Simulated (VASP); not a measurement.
# C (P6/mmm) in VASP: notebook

The runs below take C through single point, with BLYP, LDA, PBE.

Program: VASP 6.6.1. These are calculated values, not measurements. Logs are shortened: lines on timing, memory, paths and dates and some standing lists are left out, and cuts for length are marked.

## 1. The cell of the first run

The structure is hexagonal, space group P6/mmm (No. 191). Conventional cell: a = 2.205 Å, b = 2.205 Å, c = 7.654 Å, α = 90.00°, β = 90.00°, γ = 120.00°. C (site symmetry -6m2) has 3 C at 1.27 Å within 1.7 Å.

## 2. Single point, BLYP

INCAR reads:

```
PREC = Accurate
ENCUT = 520
EDIFF = 1E-7
ISMEAR = 1
SIGMA = 0.0025
LREAL = F
LASPH = T
NELM = 100
ALGO = Normal
ISIF = 2
LWAVE = F
LCHARG = F
GGA = B5
ALDAX = 1.0
AGGAX = 1.0
AGGAC = 1.0
ALDAC = 0.0
NBANDS = 11
ISYM = 0
```

KPOINTS reads:

```
Automatic mesh
0
Gamma
  2 6 2
  0.91 0.22 0.67
```

POSCAR reads:

```
C
1.0
    2.2054876994      0.0000000000      0.0000000000
   -1.1027438497      1.9100083754      0.0000000000
    0.0000000000      0.0000000000      7.6538440829
C
2
Direct
    0.3333333333      0.6666666667      0.0000000000
    0.6666666667      0.3333333333      0.0000000000
```

Potentials or basis: VASP PAW PBE potentials, release 64 (C).

Run with:

```
> cat potpaw_PBE.64/C/POTCAR > POTCAR
> mpirun -np 1 vasp_std > vasp.out
```

OUTCAR:

```text
PREC = Accurate
   ENCUT = 520
   EDIFF = 1E-7
   ISMEAR = 1
   LREAL = F
   LASPH = T
   NELM = 100
   ISIF = 2
   GGA = B5
   ISYM = 0

 ion  position               nearest neighbor table
   1  0.333  0.667  0.000-   2 1.27   2 1.27   2 1.27
   2  0.667  0.333  0.000-   1 1.27   1 1.27   1 1.27

IMPORTANT INFORMATION: All symmetrisations will be switched off!
NOSYMM: (Re-)initialisation of all symmetry stuff for point group C_1.

----------------------------------------------------------------------------------------

                                     Primitive cell

  volume of cell :      32.2418

  direct lattice vectors                    reciprocal lattice vectors
     2.205487699  0.000000000  0.000000000     0.453414454  0.261778957  0.000000000
    -1.102743850  1.910008375  0.000000000     0.000000000  0.523557914  0.000000000
     0.000000000  0.000000000  7.653844083     0.000000000  0.000000000  0.130653302

  length of vectors
     2.205487699  2.205487699  7.653844083     0.523557914  0.523557914  0.130653302

  position of ions in fractional coordinates (direct lattice)
     0.333333333  0.666666667  0.000000000
     0.666666667  0.333333333  0.000000000

  ion indices of the primitive-cell ions
   primitive index   ion index
                 1           1
                 2           2

----------------------------------------------------------------------------------------

 KPOINTS: Automatic mesh

Automatic generation of k-mesh.
 Grid dimensions read from file:
 generate k-points for:    2    6    2

 Generating k-lattice:

  Cartesian coordinates                     Fractional coordinates (reciprocal lattice)
     0.226707227  0.130889478  0.000000000     0.500000000  0.000000000  0.000000000
     0.000000000  0.087259652  0.000000000     0.000000000  0.166666667  0.000000000
     0.000000000  0.000000000  0.065326651     0.000000000  0.000000000  0.500000000

  Length of vectors
     0.261778957  0.087259652  0.065326651

  Shift w.r.t. Gamma in fractional coordinates (k-lattice)
     0.910000000  0.220000000  0.670000000

 -----------------------------------------------------------------------------
|                                                                             |
|           W    W    AA    RRRRR   N    N  II  N    N   GGGG   !!!           |
|           W    W   A  A   R    R  NN   N  II  NN   N  G    G  !!!           |
|           W    W  A    A  R    R  N N  N  II  N N  N  G       !!!           |
|           W WW W  AAAAAA  RRRRR   N  N N  II  N  N N  G  GGG   !            |
|           WW  WW  A    A  R   R   N   NN  II  N   NN  G    G                |
|           W    W  A    A  R    R  N    N  II  N    N   GGGG   !!!           |
|                                                                             |
|     Your reciprocal lattice and k-lattice belong to different lattice       |
|     classes:                                                                |
|                                                                             |
|        The reciprocal lattice is hexagonal,                                 |
|        whereas your k-lattice is base centered orthorhombic.                |
|                                                                             |
|     Results are often still useful ...                                      |
|                                                                             |
 -----------------------------------------------------------------------------

 WARNING: IBZKPT: internal override: KBLOWUP is changed to .FALSE.
      ... skipping the blow-up phase ...

 Subroutine IBZKPT returns following result:
 ===========================================

 Found     24 irreducible k-points:

 Following reciprocal coordinates:
            Coordinates               Weight
 -0.045000  0.036667 -0.165000      1.000000
  0.455000  0.036667 -0.165000      1.000000
 -0.045000  0.203333 -0.165000      1.000000
  0.455000  0.203333 -0.165000      1.000000
 -0.045000  0.370000 -0.165000      1.000000
  0.455000  0.370000 -0.165000      1.000000
[... 16 lines left out ...]
 -0.045000 -0.130000  0.335000      1.000000
  0.455000 -0.130000  0.335000      1.000000
   k-points           NKPTS =     24   k-points in BZ     NKDIM =     24   number of bands    NBANDS=     11
   number of dos      NEDOS =    301   number of ions     NIONS =      2
   total plane-waves  NPLWV =  15360
   dimension x,y,z NGX =    16 NGY =   16 NGZ =   60
   dimension x,y,z NGXF=    32 NGYF=   32 NGZF=  120
   ions per type =               2
   NGX,Y,Z   is equivalent  to a cutoff of  12.06, 12.06, 13.03 a.u.
   NGXF,Y,Z  is equivalent  to a cutoff of  24.12, 24.12, 26.06 a.u.
 SYSTEM =  unknown system
   PREC   = accura    normal or accurate (medium, high low for compatibility)
   ISTART =      0    job   : 0-new  1-cont  2-samecut
   ICHARG =      2    charge: 1-file 2-atom 10-const
   ISPIN  =      1    spin polarized calculation?
   LNONCOLLINEAR =      F non collinear calculations
   LSORBIT =      F    spin-orbit coupling
   LASPH  =      T    aspherical Exc in radial PAW
   ENCUT  =  520.0 eV  38.22 Ry    6.18 a.u.   4.10  4.10 14.23*2*pi/ulx,y,z
   NELM   =    100;   NELMIN=  2; NELMDL= -5     # of ELM steps
   EDIFF  = 0.1E-06   stopping-criterion for ELM
   LREAL  =      F    real-space projection
   EDIFFG = 0.1E-05   stopping-criterion for IOM
   NSW    =      0    number of steps for IOM
   IBRION =     -1    ionic relax: 0-MD 1-quasi-New 2-CG
   NFREE  =      0    steps in history (QN), initial steepest desc. (CG)
   ISIF   =      2    stress and relaxation
   ISYM   =      0    0-nonsym 1-usesym 2-fastsym
   POTIM  = 0.5000    time-step for ionic-motion
   TEBEG  =    0.0;   TEEND  =   0.0 temperature during run
   PSTRESS=    0.0 pullay stress
   NELECT =       8.0000    total number of electrons
   NUPDOWN=      -1.0000    fix difference up-down
   EMIN   =  10.00;   EMAX   =-10.00  energy-range for DOS
   EFERMI =   0.00;   METHOD = LEGACY
   ISMEAR =     1;   SIGMA  =   0.00  broadening in eV -4-tet -1-fermi 0-gaus
   EFERMI_NEDOS =   21; number of points for ismear=-14 and -15
   IALGO  =     38    algorithm
   IMIX   =      4    mixing-type and parameters
     AMIX     =   0.40;   BMIX     =  1.00
     AMIX_MAG =   1.60;   BMIX_MAG =  1.00
  volume/ion in A,a.u.               =      16.12       108.79
  Fermi-wavevector in a.u.,A,eV,Ry     =   1.028723  1.944004 14.398643  1.058270
  Thomas-Fermi vector in A             =   2.162734
   LORBIT       =      0    0 simple, 1 ext, 2 COOP (PROOUT), +10 PAW based schemes
   GGA     = B5    functional components
   LHFCALC =     F    Hartree Fock is set to
   AEXX    =    0.0000 exact exchange contribution
   IVDW    =     0    specifies the selected vdW correction
   LEPSILON=     F    determine dielectric tensor
   LRPA    =     F    only Hartree local field effects (RPA)
 non-spin polarized calculation
 Methfessel and Paxton  Order N= 1 SIGMA  =   0.00
  energy-cutoff  :      520.00
  volume of cell :       32.24
 maximum number of plane-waves:       881
   NGX =  9   NGY =  9   NGZ = 29

 number of electron       8.0000002 magnetization

 Free energy of the ion-electron system (eV)
  ---------------------------------------------------
  ext. energy  EPLUGINS =         0.00000000
  ---------------------------------------------------
  free energy    TOTEN  =       -14.61277644 eV

  energy without entropy =      -14.61277644  energy(sigma->0) =      -14.61277644

 E-fermi :  -0.8150     XC(G=0):  -5.5683

 val. band max:       -0.8990451694   @ k =   0.4550   0.2033  -0.1650
 cond. band min:       3.2273409194   @ k =  -0.0450   0.0367  -0.1650
 fundamental gap:      4.1263860888
 Fermi energy:        -0.8149681207

 k-point     1 :      -0.0450    0.0367   -0.1650
  band No.  band energies     occupation
      1     -20.4899      2.00000
      2      -8.3483      2.00000
      3      -1.3988      2.00000
      4      -1.2905      2.00000
      5       3.2273      0.00000
      6       5.6383      0.00000
      7       8.8697      0.00000
      8      12.6235      0.00000
      9      12.8002      0.00000
     10      15.7597      0.00000
     11      17.5392      0.00000

 k-point     2 :       0.4550    0.0367   -0.1650
  band No.  band energies     occupation
      1     -14.3889      2.00000
      2     -12.9783      2.00000
      3      -5.7845      2.00000
      4      -1.4720      2.00000
      5       3.6791      0.00000
      6      12.1262      0.00000
      7      13.0995      0.00000
      8      14.2507      0.00000
      9      14.4172      0.00000
     10      16.3599      0.00000
     11      17.4081      0.00000

 k-point     3 :      -0.0450    0.2033   -0.1650
  band No.  band energies     occupation
      1     -19.5753      2.00000
      2      -7.1641      2.00000
      3      -4.2278      2.00000
      4      -3.1171      2.00000
      5       4.5305      0.00000
      6       6.9209      0.00000
      7      10.0941      0.00000
      8      13.2009      0.00000
      9      13.9540      0.00000
     10      16.5168      0.00000
     11      16.9698      0.00000
[... 267 lines left out ...]
 k-point    23 :      -0.0450   -0.1300    0.3350
  band No.  band energies     occupation
      1     -19.8403      2.00000
      2      -7.5066      2.00000
      3      -3.4792      2.00000
      4      -2.7045      2.00000
      5       4.4893      0.00000
      6       5.7309      0.00000
      7      10.9248      0.00000
      8      13.0350      0.00000
      9      14.8752      0.00000
     10      15.1680      0.00000
     11      15.5399      0.00000

 k-point    24 :       0.4550   -0.1300    0.3350
  band No.  band energies     occupation
      1     -15.9937      2.00000
      2     -10.3763      2.00000
      3      -6.6546      2.00000
      4      -2.7277      2.00000
      5       5.8517      0.00000
      6      10.0770      0.00000
      7      11.2467      0.00000
      8      14.7395      0.00000
      9      15.8502      0.00000
     10      18.1975      0.00000
     11      18.5136      0.00000

------------------------ aborting loop because EDIFF is reached ----------------------------------------

  FORCE on cell =-STRESS in cart. coord.  units (eV):
  Direction    XX          YY          ZZ          XY          YZ          ZX
  --------------------------------------------------------------------------------------
  -------------------------------------------------------------------------------------
  Total       23.0960947     18.0520866     -0.0204493      0.0229283      0.0001037     -0.0000551
  in kB     1147.7032490    897.0537564     -1.0161773      1.1393664      0.0051510     -0.0027366
  external PRESSURE =     681.2469427 kB  Pullay stress =       0.0000000 kB

 VOLUME and BASIS-vectors are now :
 -----------------------------------------------------------------------------
  energy-cutoff  :      520.00
  volume of cell :       32.24
      direct lattice vectors                 reciprocal lattice vectors
     2.205487699  0.000000000  0.000000000     0.453414454  0.261778957  0.000000000
    -1.102743850  1.910008375  0.000000000     0.000000000  0.523557914  0.000000000
     0.000000000  0.000000000  7.653844083     0.000000000  0.000000000  0.130653302

 POSITION                                       TOTAL-FORCE (eV/Angst)
 -----------------------------------------------------------------------------------
     -0.00000      1.27334      0.00000         0.008683      0.642277     -0.000034
      1.10274      0.63667      0.00000        -0.008683     -0.642277      0.000034
 -----------------------------------------------------------------------------------
    total drift:                               -0.000002      0.000001     -0.000006

  FREE ENERGIE OF THE ION-ELECTRON SYSTEM (eV)
  ---------------------------------------------------
  free  energy   TOTEN  =       -14.6127764429 eV

  energy  without entropy=      -14.6127764429  energy(sigma->0) =      -14.61277644
```

Wall time 12 s (1 thread of Intel Xeon Platinum 8481C at 2.70GHz (Sapphire Rapids), shared host); peak memory 0.13 GiB.

Results:

```yaml
Free_energy: -14.6128 eV
Pressure: 68.1 GPa
Largest_force: 0.642 eV/Å
Band_gap_on_the_k_mesh: 4.13 eV, indirect (least direct gap 4.52 eV)
```

Forces in eV/Å, atoms in the order of the input:
```
C    0.009  0.642  0.000
C   -0.009 -0.642  0.000
```

Levels at points of the mesh, in eV from the valence-band top:
```
             k point  band 1  band 2  band 3  band 4  band 5  band 6  band 7  band 8
(-0.04, 0.04, -0.17)  -19.59   -7.45   -0.50   -0.39    4.13    6.54    9.77   13.52
```

Caveat: the k points lie up to 1.64 Å⁻¹ apart; the PAW data sets were made with another functional, which shifts forces and pressure a little.

(Part 1 of 2 ends here.)
